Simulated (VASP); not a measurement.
# BP in VASP: a series of runs

The runs below take BP through single point, with r2SCAN.

Everything below comes from runs of VASP 6.6.1. Logs are shortened: lines on timing, memory, paths and dates and some standing lists are left out, and cuts for length are marked.

## (1) The cell of the first run

The structure is cubic, space group F-43m (No. 216). Conventional cell: a = 4.537 Å, b = 4.537 Å, c = 4.537 Å, α = 90.00°, β = 90.00°, γ = 90.00°. Within 2.6 Å of B (site symmetry -43m) lie 4 P at 1.96 Å. Within 2.6 Å of P (site symmetry -43m) lie 4 B at 1.96 Å.

## (2) Single point, r2SCAN

POSCAR

```
BP
1.0
    2.2682571427      2.2682571427      0.0000000000
   -2.2682571427      2.2682571427      0.0000000000
    0.0000000000      2.2682571427      2.2682571427
B P
1 1
Direct
    0.0000000000      0.0000000000      0.0000000000
    0.7500000000      0.2500000000      0.5000000000
```

INCAR.step1

```
SYSTEM = BP
PREC = Accurate ; ENCUT = 520
ISMEAR = 0 ; SIGMA = 0.01
LREAL = .False. ; LASPH = .True.
NELM = 100 ; NBANDS = 11
GGA = PE ; ALGO = Normal
EDIFF = 1E-4 ; LWAVE = .True.
LCHARG = .False.
```

INCAR.step2

```
SYSTEM = BP
PREC = Accurate ; ENCUT = 520
EDIFF = 1E-6 ; ISMEAR = 0
SIGMA = 0.01 ; LREAL = .False.
LASPH = .True. ; NELM = 100
ALGO = Normal ; ISIF = 2
LWAVE = .False. ; LCHARG = .True.
METAGGA = R2SCAN ; LMIXTAU = .True.
LELF = .True. ; LVHAR = .True.
NBANDS = 11 ; ISTART = 1
```

KPOINTS

```
regular mesh
0
Gamma
  8 8 8
  0 0 0
```

Potentials or basis: VASP PAW PBE potentials, release 64 (B, P).

Launch:

```console
> cat potpaw_PBE.64/B/POTCAR potpaw_PBE.64/P/POTCAR > POTCAR
> cp INCAR.step1 INCAR
> mpirun -np 1 vasp_std > vasp.out
> cp INCAR.step2 INCAR
> mpirun -np 1 vasp_std > vasp.out
```

OUTCAR:

```text
SYSTEM = BP
   PREC = Accurate
   ENCUT = 520
   EDIFF = 1E-6
   ISMEAR = 0
   LREAL = .False.
   LASPH = .True.
   NELM = 100
   ISIF = 2
   METAGGA = R2SCAN
   ISTART = 1

 ion  position               nearest neighbor table
   1  0.000  0.000  0.000-   2 1.96   2 1.96   2 1.96   2 1.96
   2  0.750  0.250  0.500-   1 1.96   1 1.96   1 1.96   1 1.96

  LATTYP: Found a face centered cubic cell.
 ALAT       =     4.5365142854

  Lattice vectors:

 A1 = (   0.0000000000,   2.2682571427,   2.2682571427)
 A2 = (   2.2682571427,   0.0000000000,   2.2682571427)
 A3 = (   2.2682571427,   2.2682571427,   0.0000000000)

Analysis of symmetry for initial positions (statically):
=====================================================================
 Subroutine PRICEL returns:
 Original cell was already a primitive cell.

 Routine SETGRP: Setting up the symmetry group for a
 face centered cubic supercell.

 Subroutine GETGRP returns: Found 24 space group operations
 (whereof 24 operations were pure point group operations)
 out of a pool of 48 trial point group operations.

The static configuration has the point symmetry T_d .

Analysis of symmetry for dynamics (positions and initial velocities):
=====================================================================
 Subroutine PRICEL returns:
 Original cell was already a primitive cell.

 Routine SETGRP: Setting up the symmetry group for a
 face centered cubic supercell.

 Subroutine GETGRP returns: Found 24 space group operations
 (whereof 24 operations were pure point group operations)
 out of a pool of 48 trial point group operations.

The dynamic configuration has the point symmetry T_d .

 Subroutine INISYM returns: Found 24 space group operations
 (whereof 24 operations are pure point group operations),
 and found     1 'primitive' translations

----------------------------------------------------------------------------------------

                                     Primitive cell

  volume of cell :      23.3403

  direct lattice vectors                    reciprocal lattice vectors
     2.268257143  2.268257143  0.000000000     0.220433561  0.220433561 -0.220433561
    -2.268257143  2.268257143  0.000000000    -0.220433561  0.220433561 -0.220433561
     0.000000000  2.268257143  2.268257143     0.000000000  0.000000000  0.440867123

  length of vectors
     3.207800014  3.207800014  3.207800014     0.381802128  0.381802128  0.440867123

  position of ions in fractional coordinates (direct lattice)
     0.000000000  0.000000000  0.000000000
     0.750000000  0.250000000  0.500000000

  ion indices of the primitive-cell ions
   primitive index   ion index
                 1           1
                 2           2

----------------------------------------------------------------------------------------

 KPOINTS: regular mesh

Automatic generation of k-mesh.
 Grid dimensions read from file:
 generate k-points for:    8    8    8

 Generating k-lattice:

  Cartesian coordinates                     Fractional coordinates (reciprocal lattice)
     0.027554195  0.027554195 -0.027554195     0.125000000  0.000000000  0.000000000
    -0.027554195  0.027554195 -0.027554195     0.000000000  0.125000000  0.000000000
     0.000000000  0.000000000  0.055108390     0.000000000  0.000000000  0.125000000

  Length of vectors
     0.047725266  0.047725266  0.055108390

  Shift w.r.t. Gamma in fractional coordinates (k-lattice)
     0.000000000  0.000000000  0.000000000

 Subroutine IBZKPT returns following result:
 ===========================================

 Found     29 irreducible k-points:

 Following reciprocal coordinates:
            Coordinates               Weight
  0.000000  0.000000  0.000000      1.000000
  0.125000  0.000000  0.000000      8.000000
  0.250000  0.000000  0.000000      8.000000
  0.375000  0.000000  0.000000      8.000000
  0.500000  0.000000  0.000000      4.000000
  0.125000  0.125000  0.000000     12.000000
[... 16 lines left out ...]
  0.375000  0.250000  0.125000     48.000000
  0.500000  0.250000  0.125000     24.000000
 [... further k-points ...]
   k-points           NKPTS =     29   k-points in BZ     NKDIM =     29   number of bands    NBANDS=     11
   number of dos      NEDOS =    301   number of ions     NIONS =      2
   total plane-waves  NPLWV =  13824
   dimension x,y,z NGX =    24 NGY =   24 NGZ =   24
   dimension x,y,z NGXF=    48 NGYF=   48 NGZF=   48
   ions per type =               1   1
   NGX,Y,Z   is equivalent  to a cutoff of  12.44, 12.44, 12.44 a.u.
   NGXF,Y,Z  is equivalent  to a cutoff of  24.88, 24.88, 24.88 a.u.
 SYSTEM =  BP
   PREC   = accura    normal or accurate (medium, high low for compatibility)
   ISTART =      1    job   : 0-new  1-cont  2-samecut
   ICHARG =      0    charge: 1-file 2-atom 10-const
   ISPIN  =      1    spin polarized calculation?
   LNONCOLLINEAR =      F non collinear calculations
   LSORBIT =      F    spin-orbit coupling
   LASPH  =      T    aspherical Exc in radial PAW
   ENCUT  =  520.0 eV  38.22 Ry    6.18 a.u.   5.96  5.96  5.96*2*pi/ulx,y,z
   NELM   =    100;   NELMIN=  2; NELMDL=  0     # of ELM steps
   EDIFF  = 0.1E-05   stopping-criterion for ELM
   LREAL  =      F    real-space projection
   EDIFFG = 0.1E-04   stopping-criterion for IOM
   NSW    =      0    number of steps for IOM
   IBRION =     -1    ionic relax: 0-MD 1-quasi-New 2-CG
   NFREE  =      0    steps in history (QN), initial steepest desc. (CG)
   ISIF   =      2    stress and relaxation
   ISYM   =      2    0-nonsym 1-usesym 2-fastsym
   POTIM  = 0.5000    time-step for ionic-motion
   TEBEG  =    0.0;   TEEND  =   0.0 temperature during run
   PSTRESS=    0.0 pullay stress
   NELECT =       8.0000    total number of electrons
   NUPDOWN=      -1.0000    fix difference up-down
   EMIN   =  10.00;   EMAX   =-10.00  energy-range for DOS
   EFERMI =   0.00;   METHOD = LEGACY
   ISMEAR =     0;   SIGMA  =   0.01  broadening in eV -4-tet -1-fermi 0-gaus
   EFERMI_NEDOS =   21; number of points for ismear=-14 and -15
   IALGO  =     38    algorithm
   IMIX   =      4    mixing-type and parameters
     AMIX     =   0.40;   BMIX     =  1.00
     AMIX_MAG =   1.60;   BMIX_MAG =  1.00
  volume/ion in A,a.u.               =      11.67        78.75
  Fermi-wavevector in a.u.,A,eV,Ry     =   1.145696  2.165051 17.859255  1.312618
  Thomas-Fermi vector in A             =   2.282383
   LORBIT       =      0    0 simple, 1 ext, 2 COOP (PROOUT), +10 PAW based schemes
   METAGGA = R2SCAN    functional components
   LHFCALC =     F    Hartree Fock is set to
   AEXX    =    0.0000 exact exchange contribution
   IVDW    =     0    specifies the selected vdW correction
   LEPSILON=     F    determine dielectric tensor
   LRPA    =     F    only Hartree local field effects (RPA)
 non-spin polarized calculation
 Gauss-broadening in eV      SIGMA  =   0.01
  energy-cutoff  :      520.00
  volume of cell :       23.34
 maximum number of plane-waves:       638
   NGX = 11   NGY = 11   NGZ = 11

 number of electron       8.0000000 magnetization

 Free energy of the ion-electron system (eV)
  ---------------------------------------------------
  ext. energy  EPLUGINS =         0.00000000
  ---------------------------------------------------
  free energy    TOTEN  =       -17.30951485 eV

  energy without entropy =      -17.30951485  energy(sigma->0) =      -17.30951485

 E-fermi :   7.5539     XC(G=0): -11.5050

 val. band max:        7.4014528910   @ k =   0.0000   0.0000   0.0000
 cond. band min:       8.8770345146   @ k =  -0.3750   0.3750   0.0000
 fundamental gap:      1.4755816236
 Fermi energy:         7.5539091361

 k-point     1 :       0.0000    0.0000    0.0000
  band No.  band energies     occupation
      1      -8.8672      2.00000
      2       7.4015      2.00000
      3       7.4015      2.00000
      4       7.4015      2.00000
      5      11.0430      0.00000
      6      11.0430      0.00000
      7      11.0430      0.00000
      8      15.4277      0.00000
      9      19.8129      0.00000
     10      20.0505      0.00000
     11      20.0505      0.00000

 k-point     2 :       0.1250    0.0000    0.0000
  band No.  band energies     occupation
      1      -8.5715      2.00000
      2       5.4484      2.00000
      3       6.9481      2.00000
      4       6.9481      2.00000
      5      11.6498      0.00000
      6      11.6735      0.00000
      7      11.6735      0.00000
      8      16.2478      0.00000
      9      19.1514      0.00000
     10      19.1514      0.00000
     11      20.6793      0.00000

 k-point     3 :       0.2500    0.0000    0.0000
  band No.  band energies     occupation
      1      -7.7044      2.00000
      2       2.2995      2.00000
      3       6.2168      2.00000
      4       6.2168      2.00000
      5      11.7624      0.00000
      6      12.4933      0.00000
      7      12.4933      0.00000
      8      17.7977      0.00000
      9      18.9181      0.00000
     10      18.9181      0.00000
     11      21.3403      0.00000

 k-point     4 :       0.3750    0.0000    0.0000
  band No.  band energies     occupation
      1      -6.3774      2.00000
      2      -0.5677      2.00000
      3       5.7093      2.00000
      4       5.7093      2.00000
      5      11.6152      0.00000
      6      12.5472      0.00000
      7      12.5472      0.00000
      8      18.3766      0.00000
      9      20.7130      0.00000
     10      20.7130      0.00000
     11      22.1782      0.00000
[... 239 lines left out ...]
 k-point    22 :       0.2500    0.2500    0.1250
  band No.  band energies     occupation
      1      -6.9423      2.00000
      2       2.1879      2.00000
      3       3.4136      2.00000
      4       5.3116      2.00000
      5      11.1643      0.00000
      6      13.8239      0.00000
      7      14.0732      0.00000
      8      15.4513      0.00000
      9      19.7056      0.00000
     10      22.1806      0.00000
     11      24.0503      0.00000

 k-point    23 :       0.3750    0.2500    0.1250
  band No.  band energies     occupation
      1      -5.6452      2.00000
      2      -0.0907      2.00000
      3       2.7220      2.00000
      4       4.5048      2.00000
      5      11.8610      0.00000
      6      13.2591      0.00000
      7      15.2593      0.00000
      8      16.3074      0.00000
      9      20.6882      0.00000
     10      21.5995      0.00000
     11      25.5053      0.00000

 k-point    24 :       0.5000    0.2500    0.1250
  band No.  band energies     occupation
      1      -4.6687      2.00000
      2      -1.5135      2.00000
      3       2.6348      2.00000
      4       4.1184      2.00000
      5      11.9612      0.00000
      6      12.9632      0.00000
      7      16.3052      0.00000
      8      17.9174      0.00000
      9      18.4934      0.00000
     10      22.7138      0.00000
     11      25.2133      0.00000

 [... further k-points ...]

------------------------ aborting loop because EDIFF is reached ----------------------------------------

  FORCE on cell =-STRESS in cart. coord.  units (eV):
  Direction    XX          YY          ZZ          XY          YZ          ZX
  --------------------------------------------------------------------------------------
  -------------------------------------------------------------------------------------
  Total       -0.0716474     -0.0716474     -0.0716474      0.0000000      0.0000000     -0.0000000
  in kB       -4.9181803     -4.9181803     -4.9181803      0.0000000      0.0000000     -0.0000000
  external PRESSURE =      -4.9181803 kB  Pullay stress =       0.0000000 kB

 VOLUME and BASIS-vectors are now :
 -----------------------------------------------------------------------------
  energy-cutoff  :      520.00
  volume of cell :       23.34
      direct lattice vectors                 reciprocal lattice vectors
     2.268257143  2.268257143  0.000000000     0.220433561  0.220433561 -0.220433561
    -2.268257143  2.268257143  0.000000000    -0.220433561  0.220433561 -0.220433561
     0.000000000  2.268257143  2.268257143     0.000000000  0.000000000  0.440867123

 POSITION                                       TOTAL-FORCE (eV/Angst)
 -----------------------------------------------------------------------------------
      0.00000      0.00000      0.00000         0.000000     -0.000000      0.000000
      1.13413      3.40239      1.13413        -0.000000      0.000000     -0.000000
 -----------------------------------------------------------------------------------
    total drift:                               -0.000000      0.000000     -0.000000

  FREE ENERGIE OF THE ION-ELECTRON SYSTEM (eV)
  ---------------------------------------------------
  free  energy   TOTEN  =       -17.3095148451 eV

  energy  without entropy=      -17.3095148451  energy(sigma->0) =      -17.30951485
```

Run time: 9.5 s. Hardware: 1 thread of Intel Xeon 6975P-C (Granite Rapids), shared host; peak memory 0.13 GiB.

Results:

```yaml
Free_energy: -17.3095 eV
Pressure: -0.5 GPa
Band_gap_on_the_k_mesh: 1.48 eV, indirect (least direct gap 3.64 eV)
```

Levels at points of the mesh, in eV from the valence-band top:
| k point | band 1 | band 2 | band 3 | band 4 | band 5 | band 6 | band 7 | band 8 | band 9 |
| --- | --- | --- | --- | --- | --- | --- | --- | --- | --- |
| (0.00, 0.00, 0.00) | -16.27 | 0.00 | 0.00 | 0.00 | 3.64 | 3.64 | 3.64 | 8.03 | 12.41 |
| (0.50, 0.00, 0.00) | -12.77 | -9.51 | -1.87 | -1.87 | 4.14 | 5.03 | 5.03 | 10.92 | 15.49 |
| (0.50, 0.50, 0.00) | -11.10 | -9.13 | -4.35 | -4.35 | 1.54 | 1.91 | 13.07 | 13.07 | 16.41 |

Caveat: the PAW data sets were made with another functional, which shifts forces and pressure a little. r2SCAN opens gaps a little over a GGA but as a rule still falls short of measured ones.

## (3) Single point, r2SCAN (in-plane strain -0.02, then relaxed in part)

POSCAR

```
BP
1.0
    2.2228919999      2.2228919999      0.0000000000
   -2.2228919999      2.2228919999      0.0000000000
    0.0000000000      2.2228919999      2.2868648755
B P
1 1
Direct
    0.0000000000      0.0000000000      0.0000000000
    0.7500000000      0.2500000000      0.5000000000
```

INCAR.step1

```
SYSTEM = BP
PREC = Accurate
ENCUT = 520
ISMEAR = 0
SIGMA = 0.01
LREAL = .False.
LASPH = .True.
NELM = 60
NBANDS = 11
GGA = PE
ALGO = Normal
EDIFF = 1E-4
LWAVE = .True.
LCHARG = .False.
```

INCAR.step2

```
SYSTEM = BP
PREC = Accurate
ENCUT = 520
EDIFF = 1E-6
ISMEAR = 0
SIGMA = 0.01
LREAL = .False.
LASPH = .True.
NELM = 60
ALGO = Normal
ISIF = 2
LWAVE = .False.
LCHARG = .False.
METAGGA = R2SCAN
LMIXTAU = .True.
NBANDS = 11
ISTART = 1
```

KPOINTS

```
Automatic mesh
0
Gamma
  8 8 8
  0 0 0
```

Potentials or basis: VASP PAW PBE potentials, release 64 (B, P).

Launch:

```console
> cat potpaw_PBE.64/B/POTCAR potpaw_PBE.64/P/POTCAR > POTCAR
> cp INCAR.step1 INCAR
> mpirun -np 1 vasp_std > vasp.out
> cp INCAR.step2 INCAR
> mpirun -np 1 vasp_std > vasp.out
```

Run time: 15 s. Hardware: 1 thread of Intel Xeon 6975P-C (Granite Rapids), shared host; peak memory 0.14 GiB.

The run converged. Its results:

* Free energy: -17.2868 eV
* Pressure: 5.3 GPa
* Band gap on the k mesh: 1.21 eV, indirect (least direct gap 3.54 eV)

Stress tensor (GPa, compression positive):
```
 8.19  0.00  0.00
 0.00  8.19  0.00
 0.00  0.00 -0.57
```

Levels at points of the mesh, in eV from the valence-band top:
```csv
k point,band 1,band 2,band 3,band 4,band 5,band 6,band 7,band 8,band 9
"(0.00, 0.00, 0.00)",-16.67,-0.31,0.00,0.00,3.54,3.54,3.71,8.43,12.21
"(0.50, 0.00, 0.00)",-13.05,-9.85,-2.21,-1.81,4.07,4.97,5.10,10.95,15.41
"(0.50, 0.50, 0.00)",-11.23,-9.32,-4.71,-4.65,1.26,1.63,12.90,13.60,16.62
"(0.00, 0.00, 0.50)",-11.53,-9.59,-4.36,-4.36,1.59,2.07,13.30,13.30,16.49
```

Caveat: the cell differs from its parent crystal (in-plane strain -0.02, then relaxed in part); the PAW data sets were made with another functional, which shifts forces and pressure a little. A k mesh can miss the band edges.

## (4) Single point, r2SCAN (in-plane strain -0.02)

POSCAR, as its differences from that of step 3:

```diff
@@ -4,3 +4,3 @@
    -2.2228919999      2.2228919999      0.0000000000
-    0.0000000000      2.2228919999      2.2868648755
+    0.0000000000      2.2228919999      2.2954762284
 B P
```

INCAR.step1

```
SYSTEM = BP
  PREC = Accurate
  ENCUT = 520
  ISMEAR = 0
  SIGMA = 0.01
  LREAL = .False.
  LASPH = .True.
  NELM = 100
  NBANDS = 11
  GGA = PE
  ALGO = Normal
  EDIFF = 1E-4
  LWAVE = .True.
  LCHARG = .False.
```

INCAR.step2

```
SYSTEM = BP
  PREC = Accurate
  ENCUT = 520
  EDIFF = 1E-7
  ISMEAR = 0
  SIGMA = 0.01
  LREAL = .False.
  LASPH = .True.
  NELM = 100
  ALGO = Normal
  ISIF = 2
  LWAVE = .False.
  LCHARG = .False.
  METAGGA = R2SCAN
  LMIXTAU = .True.
  NBANDS = 11
  ISTART = 1
```

KPOINTS

```
regular mesh
0
Gamma
  8 8 8
  0 0 0
```

Launch:

```console
> cat potpaw_PBE.64/B/POTCAR potpaw_PBE.64/P/POTCAR > POTCAR
> cp INCAR.step1 INCAR
> mpirun -np 1 vasp_std > vasp.out
> cp INCAR.step2 INCAR
> mpirun -np 1 vasp_std > vasp.out
```

Run time: 17 s. Hardware: 1 thread of Intel Xeon 6975P-C (Granite Rapids), shared host; peak memory 0.14 GiB.

Results (log left out):

* Free energy: -17.2861 eV
* Pressure: 4.6 GPa
* Band gap on the k mesh: 1.18 eV, indirect (least direct gap 3.51 eV)

Stress tensor (GPa, compression positive):
```
 7.87  0.00  0.00
 0.00  7.87  0.00
 0.00  0.00 -2.07
```

Levels at points of the mesh, in eV from the valence-band top:
| k point | band 1 | band 2 | band 3 | band 4 | band 5 | band 6 | band 7 | band 8 |
| --- | --- | --- | --- | --- | --- | --- | --- | --- |
| (0.00, 0.00, 0.00) | -16.65 | -0.35 | 0.00 | 0.00 | 3.51 | 3.51 | 3.70 | 8.35 |
| (0.50, 0.00, 0.00) | -13.04 | -9.84 | -2.25 | -1.79 | 3.99 | 4.97 | 5.10 | 10.93 |
| (0.50, 0.50, 0.00) | -11.21 | -9.30 | -4.72 | -4.65 | 1.24 | 1.61 | 12.80 | 13.58 |
| (0.00, 0.00, 0.50) | -11.56 | -9.61 | -4.33 | -4.33 | 1.62 | 2.10 | 13.25 | 13.25 |

Caveat: the cell differs from its parent crystal (in-plane strain -0.02); the PAW data sets were made with another functional, which shifts forces and pressure a little.

## (5) Overview

| cell | gap on the mesh (eV) | pressure (GPa) |
| --- | --- | --- |
| a = 3.208 Å, angles 60.0, 60.0, 90.0°, 2 atoms | 1.48 | -0.5 |
| a = 3.144, b = 3.144, c = 3.189 Å, angles 60.5, 60.5, 90.0°, 2 atoms | 1.21 | 5.3 |
| a = 3.144, b = 3.144, c = 3.195 Å, angles 60.5, 60.5, 90.0°, 2 atoms | 1.18 | 4.6 |

Alike in all rows: task single point; level r2SCAN; potentials or basis VASP PAW PBE potentials, release 64 (B, P); no spin polarisation; k mesh 8 × 8 × 8; cutoff (eV) 520; smearing gaussian 0.01 eV.

Caveats: the PAW data sets were made with another functional, which shifts forces and pressure a little.

Absolute energies hang on the potentials; compare differences alone.
